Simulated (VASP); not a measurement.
# Yb (Fm-3m) in VASP: further runs, part 2 of 3

VASP 6.6.1. The steps go on from the part before.

**3. Single point, r2SCAN, collinear spin, ferromagnetic start (30.96 Å³/atom)**

This run uses another cell than the first one, of 30.96 Å³/atom.

POSCAR

```
Yb
1.0
    0.0000000000      2.4922780266      2.4922780266
    2.4922780266      0.0000000000      2.4922780266
    2.4922780266      2.4922780266      0.0000000000
Yb
1
Direct
    0.0000000000      0.0000000000      0.0000000000
```

INCAR.step1

```
SYSTEM = Yb
ALGO = Normal
EDIFF = 1E-4
ENCUT = 520
GGA = PE
ISMEAR = -1
ISPIN = 2
LASPH = .True.
LCHARG = .False.
LMAXMIX = 6
LREAL = .False.
LWAVE = .True.
MAGMOM = 1
NBANDS = 22
NELM = 150
PREC = Accurate
SIGMA = 0.05
```

INCAR.step2

```
SYSTEM = Yb
ALGO = Normal
EDIFF = 1E-6
ENCUT = 520
ISIF = 2
ISMEAR = -1
ISPIN = 2
ISTART = 1
LASPH = .True.
LCHARG = .False.
LMAXMIX = 6
LMIXTAU = .True.
LORBIT = 11
LREAL = .False.
LWAVE = .False.
MAGMOM = 1
METAGGA = R2SCAN
NBANDS = 22
NELM = 150
PREC = Accurate
SIGMA = 0.05
```

KPOINTS

```
k-points
0
Gamma
  17 17 17
  0 0 0
```

Potentials or basis: VASP PAW PBE potentials, release 64 (Yb).

The run is started by

```console
> cat potpaw_PBE.64/Yb/POTCAR > POTCAR
> cp INCAR.step1 INCAR
> mpirun -np 1 vasp_std > vasp.out
> cp INCAR.step2 INCAR
> mpirun -np 1 vasp_std > vasp.out
```

OUTCAR:

```text
SYSTEM = Yb
   EDIFF = 1E-6
   ENCUT = 520
   ISIF = 2
   ISMEAR = -1
   ISPIN = 2
   ISTART = 1
   LASPH = .True.
   LORBIT = 11
   LREAL = .False.
   METAGGA = R2SCAN
   NELM = 150
   PREC = Accurate

 ion  position               nearest neighbor table
   1  0.000  0.000  0.000-

  LATTYP: Found a face centered cubic cell.
 ALAT       =     4.9845560532

  Lattice vectors:

 A1 = (   0.0000000000,   2.4922780266,   2.4922780266)
 A2 = (   2.4922780266,   0.0000000000,   2.4922780266)
 A3 = (   2.4922780266,   2.4922780266,   0.0000000000)

Analysis of symmetry for initial positions (statically):
=====================================================================
 Subroutine PRICEL returns:
 Original cell was already a primitive cell.

 Routine SETGRP: Setting up the symmetry group for a
 face centered cubic supercell.

 Subroutine GETGRP returns: Found 48 space group operations
 (whereof 48 operations were pure point group operations)
 out of a pool of 48 trial point group operations.

The static configuration has the point symmetry O_h .

[... 780 lines left out ...]
     22      20.6145      0.00000

 [... further k-points ...]

 spin component 2

 k-point     1 :       0.0000    0.0000    0.0000
  band No.  band energies     occupation
      1     -51.2122      1.00000
      2     -22.6638      1.00000
      3     -22.6636      1.00000
      4     -22.6636      1.00000
      5      -3.6456      1.00000
      6       1.5132      0.99997
[... 589 lines left out ...]
     21      17.7061      0.00000
     22      20.6145      0.00000

 [... further k-points ...]

------------------------ aborting loop because EDIFF is reached ----------------------------------------

  FORCE on cell =-STRESS in cart. coord.  units (eV):
  Direction    XX          YY          ZZ          XY          YZ          ZX
  --------------------------------------------------------------------------------------
  -------------------------------------------------------------------------------------
  Total        0.5963442      0.5963442      0.5963442      0.0000000     -0.0000000      0.0000000
  in kB       30.8594454     30.8594454     30.8594454      0.0000000     -0.0000000      0.0000000
  external PRESSURE =      30.8594454 kB  Pullay stress =       0.0000000 kB

 VOLUME and BASIS-vectors are now :
 -----------------------------------------------------------------------------
  energy-cutoff  :      520.00
  volume of cell :       30.96
      direct lattice vectors                 reciprocal lattice vectors
     0.000000000  2.492278027  2.492278027    -0.200619672  0.200619672  0.200619672
     2.492278027  0.000000000  2.492278027     0.200619672 -0.200619672  0.200619672
     2.492278027  2.492278027  0.000000000     0.200619672  0.200619672 -0.200619672

 POSITION                                       TOTAL-FORCE (eV/Angst)
 -----------------------------------------------------------------------------------
      0.00000      0.00000      0.00000         0.000000      0.000000      0.000000
 -----------------------------------------------------------------------------------
    total drift:                               -0.000000     -0.000000     -0.000000

  FREE ENERGIE OF THE ION-ELECTRON SYSTEM (eV)
  ---------------------------------------------------
  free  energy   TOTEN  =       -35.5027859390 eV

  energy  without entropy=      -35.4919088464  energy(sigma->0) =      -35.49734739

 total charge

# of ion       s       p       d       f       tot
--------------------------------------------------
    1        2.225   5.964   0.305  13.568  22.062

 magnetization (x)

# of ion       s       p       d       f       tot
--------------------------------------------------
    1        0.000   0.000   0.000  -0.000  -0.000
```

OUTCAR.step1:

```text
SYSTEM = Yb
   EDIFF = 1E-4
   ENCUT = 520
   GGA = PE
   ISMEAR = -1
   ISPIN = 2
   LASPH = .True.
[... 1438 lines left out ...]
 -----------------------------------------------------------------------------------
      0.00000      0.00000      0.00000         0.000000      0.000000      0.000000
 -----------------------------------------------------------------------------------
    total drift:                               -0.000000     -0.000000     -0.000000

  FREE ENERGIE OF THE ION-ELECTRON SYSTEM (eV)
  ---------------------------------------------------
  free  energy   TOTEN  =        -3.5319660614 eV

  energy  without entropy=       -3.5189056190  energy(sigma->0) =       -3.52543584
```

OSZICAR.step1:

```text
N       E                     dE             d eps       ncg     rms          rms(c)
DAV:   1     0.123991652992E+03    0.12399E+03   -0.78319E+03 20380   0.726E+03
DAV:   2     0.122770626438E+02   -0.11171E+03   -0.10599E+03 19546   0.724E+02
DAV:   3    -0.468657714448E+00   -0.12746E+02   -0.12508E+02 19366   0.104E+02
DAV:   4    -0.328440127753E+01   -0.28157E+01   -0.27868E+01 27584   0.329E+01
DAV:   5    -0.347557770305E+01   -0.19118E+00   -0.19080E+00 21558   0.101E+01    0.187E+01
DAV:   6    -0.426089610638E+01   -0.78532E+00   -0.55061E+00 20824   0.422E+01    0.344E+01
DAV:   7    -0.499128630001E+01   -0.73039E+00   -0.21026E-01 25948   0.156E+01    0.474E+01
DAV:   8    -0.356010812751E+01    0.14312E+01   -0.95627E-01 17844   0.453E+01    0.172E+01
DAV:   9    -0.366486170971E+01   -0.10475E+00   -0.97836E-02 25184   0.832E+00    0.174E+01
DAV:  10    -0.352872124464E+01    0.13614E+00   -0.90815E-02 21294   0.114E+01    0.997E+00
DAV:  11    -0.352147932878E+01    0.72419E-02   -0.46715E-02 26582   0.550E+00    0.674E+00
DAV:  12    -0.351533711617E+01    0.61422E-02   -0.34709E-03 26492   0.163E+00    0.722E+00
DAV:  13    -0.353074708830E+01   -0.15410E-01   -0.34356E-02 24728   0.580E+00    0.441E+00
DAV:  14    -0.353086824888E+01   -0.12116E-03   -0.66394E-04 22010   0.714E-01    0.363E+00
DAV:  15    -0.353209340740E+01   -0.12252E-02   -0.27740E-03 25972   0.178E+00    0.206E+00
DAV:  16    -0.353194095509E+01    0.15245E-03   -0.29340E-04 13954   0.590E-01    0.164E+00
DAV:  17    -0.353196606141E+01   -0.25106E-04   -0.11444E-04 12404   0.260E-01
   1 F= -.35319661E+01 E0= -.35254358E+01  d E =-.130604E-01  mag=    -0.0064
```

Run time: 16 min. Hardware: 1 thread of AMD EPYC 9R45 (Zen 5), shared host; peak memory 0.31 GiB.

Results:

* Free energy: -35.5028 eV
* Pressure: 3.1 GPa
* Band gap on the k mesh: zero (filled and empty bands overlap)
* Net moment: 0.00 μB per cell
* Valence electrons inside the program's atomic spheres: Yb 22.06

Levels at points of the mesh, in eV from the Fermi level:
Spin up:
| k point | band 9 | band 10 | band 11 | band 12 | band 13 | band 14 | band 15 | band 16 |
| --- | --- | --- | --- | --- | --- | --- | --- | --- |
| (0.00, 0.00, 0.00) | -0.43 | -0.35 | -0.35 | -0.35 | 3.31 | 3.31 | 3.31 | 5.86 |
Spin down:
| k point | band 8 | band 9 | band 10 | band 11 | band 12 | band 13 | band 14 | band 15 | band 16 | band 17 |
| --- | --- | --- | --- | --- | --- | --- | --- | --- | --- | --- |
| (0.00, 0.00, 0.00) | -0.43 | -0.43 | -0.35 | -0.35 | -0.35 | 3.31 | 3.31 | 3.31 | 5.86 | 5.86 |

Caveat: the cell stands under pressure; the PAW data sets were made with another functional, which shifts forces and pressure a little; spin-orbit coupling is left out, which moves the levels of the heavy elements.

**4. Single point, r2SCAN**

This run uses another cell than the first one, of 35.55 Å³/atom.

POSCAR

```
Yb
1.0
    0.0000000000      2.6096620394      2.6096620394
    2.6096620394      0.0000000000      2.6096620394
    2.6096620394      2.6096620394      0.0000000000
Yb
1
Direct
    0.0000000000      0.0000000000      0.0000000000
```

INCAR.step1

```
SYSTEM = Yb
PREC = Accurate ; ENCUT = 520
ISMEAR = 1 ; SIGMA = 0.2
LREAL = .False. ; LASPH = .True.
NELM = 60 ; NBANDS = 18
GGA = PE ; ALGO = Normal
EDIFF = 1E-4 ; LWAVE = .True.
LCHARG = .False.
```

INCAR.step2

```
SYSTEM = Yb
PREC = Accurate ; ENCUT = 520
EDIFF = 1E-7 ; ISMEAR = 1
SIGMA = 0.2 ; LREAL = .False.
LASPH = .True. ; NELM = 60
ALGO = Normal ; ISIF = 2
LWAVE = .False. ; LCHARG = .True.
METAGGA = R2SCAN ; LMIXTAU = .True.
LELF = .True. ; LVHAR = .True.
NBANDS = 18 ; ISTART = 1
```

KPOINTS

```
regular mesh
0
Gamma
  10 10 10
  0 0 0
```

Potentials or basis: VASP PAW PBE potentials, release 64 (Yb).

The run is started by

```console
> cat potpaw_PBE.64/Yb/POTCAR > POTCAR
> cp INCAR.step1 INCAR
> mpirun -np 1 vasp_std > vasp.out
> cp INCAR.step2 INCAR
> mpirun -np 1 vasp_std > vasp.out
```

OUTCAR:

```text
SYSTEM = Yb
   PREC = Accurate
   ENCUT = 520
   EDIFF = 1E-7
   ISMEAR = 1
   LREAL = .False.
   LASPH = .True.
   NELM = 60
   ISIF = 2
   METAGGA = R2SCAN
   ISTART = 1

 ion  position               nearest neighbor table
   1  0.000  0.000  0.000-

  LATTYP: Found a face centered cubic cell.
 ALAT       =     5.2193240788

  Lattice vectors:

 A1 = (   0.0000000000,   2.6096620394,   2.6096620394)
 A2 = (   2.6096620394,   0.0000000000,   2.6096620394)
 A3 = (   2.6096620394,   2.6096620394,   0.0000000000)

Analysis of symmetry for initial positions (statically):
=====================================================================
 Subroutine PRICEL returns:
 Original cell was already a primitive cell.

 Routine SETGRP: Setting up the symmetry group for a
 face centered cubic supercell.

 Subroutine GETGRP returns: Found 48 space group operations
 (whereof 48 operations were pure point group operations)
 out of a pool of 48 trial point group operations.

The static configuration has the point symmetry O_h .

Analysis of symmetry for dynamics (positions and initial velocities):
=====================================================================
[... 153 lines left out ...]

  energy without entropy =      -35.58860636  energy(sigma->0) =      -35.52126001

 E-fermi :   1.5112     XC(G=0): -10.1808

 val. band max:        1.5100354429   @ k =  -0.3000   0.4000   0.1000
 cond. band min:       1.5271480171   @ k =  -0.3000   0.5000   0.2000
 fundamental gap:      0.0171125742
 Fermi energy:         1.5111673642

 k-point     1 :       0.0000    0.0000    0.0000
  band No.  band energies     occupation
      1     -51.7287      2.00000
      2     -23.2908      2.00000
      3     -23.2906      2.00000
      4     -23.2906      2.00000
      5      -3.8254      2.00000
      6       1.2471      2.06845
[... 481 lines left out ...]
      5      -0.5173      2.00000
      6       1.1828      2.04229
[... 10 lines left out ...]
     17       8.4557      0.00000
     18      10.9990      0.00000

 [... further k-points ...]

------------------------ aborting loop because EDIFF is reached ----------------------------------------

  FORCE on cell =-STRESS in cart. coord.  units (eV):
  Direction    XX          YY          ZZ          XY          YZ          ZX
  --------------------------------------------------------------------------------------
  -------------------------------------------------------------------------------------
  Total       -0.1902248     -0.1902248     -0.1902248      0.0000000      0.0000000      0.0000000
  in kB       -8.5742272     -8.5742272     -8.5742272      0.0000000      0.0000000      0.0000000
  external PRESSURE =      -8.5742272 kB  Pullay stress =       0.0000000 kB

 VOLUME and BASIS-vectors are now :
 -----------------------------------------------------------------------------
  energy-cutoff  :      520.00
  volume of cell :       35.55
      direct lattice vectors                 reciprocal lattice vectors
     0.000000000  2.609662039  2.609662039    -0.191595690  0.191595690  0.191595690
     2.609662039  0.000000000  2.609662039     0.191595690 -0.191595690  0.191595690
     2.609662039  2.609662039  0.000000000     0.191595690  0.191595690 -0.191595690

 POSITION                                       TOTAL-FORCE (eV/Angst)
 -----------------------------------------------------------------------------------
      0.00000      0.00000      0.00000        -0.000000     -0.000000     -0.000000
 -----------------------------------------------------------------------------------
    total drift:                               -0.000000     -0.000000     -0.000000

  FREE ENERGIE OF THE ION-ELECTRON SYSTEM (eV)
  ---------------------------------------------------
  free  energy   TOTEN  =       -35.4875868315 eV

  energy  without entropy=      -35.5886063643  energy(sigma->0) =      -35.52126001
```

OSZICAR.step1:

```text
N       E                     dE             d eps       ncg     rms          rms(c)
DAV:   1     0.114788762428E+03    0.11479E+03   -0.87042E+03  2152   0.893E+03
DAV:   2     0.115598386936E+02   -0.10323E+03   -0.99948E+02  2126   0.547E+02
DAV:   3    -0.149815203044E+01   -0.13058E+02   -0.12876E+02  2536   0.115E+02
DAV:   4    -0.359881342291E+01   -0.21007E+01   -0.20924E+01  3300   0.342E+01
[... 35 lines left out ...]
DAV:  40    -0.351329586039E+01    0.11661E-03   -0.22841E-03  1166   0.217E+00    0.835E-02
DAV:  41    -0.351325175384E+01    0.44107E-04   -0.22217E-03  1054   0.199E+00    0.633E-02
DAV:  42    -0.351318303550E+01    0.68718E-04   -0.14214E-03   950   0.173E+00    0.596E-02
DAV:  43    -0.351315301850E+01    0.30017E-04   -0.13229E-03   902   0.158E+00    0.524E-02
DAV:  44    -0.351311207311E+01    0.40945E-04   -0.87453E-04   894   0.137E+00
   1 F= -.35131121E+01 E0= -.35492711E+01  d E =0.108477E+00
```

Wall time 25 min (1 thread of AMD EPYC 7R43 (Zen 3), shared host); peak memory 0.16 GiB.

What came out:

```yaml
Free_energy: -35.4876 eV
Pressure: -0.9 GPa
```

Caveat: the PAW data sets were made with another functional, which shifts forces and pressure a little; spin-orbit coupling is left out, which moves the levels of the heavy elements. Spin polarisation is off, so any magnetic state and its effect on volume and gap are missing.

[end of part 2 of 3]

The gap in the log of VASP goes by the Fermi energy; the results here count the filled bands.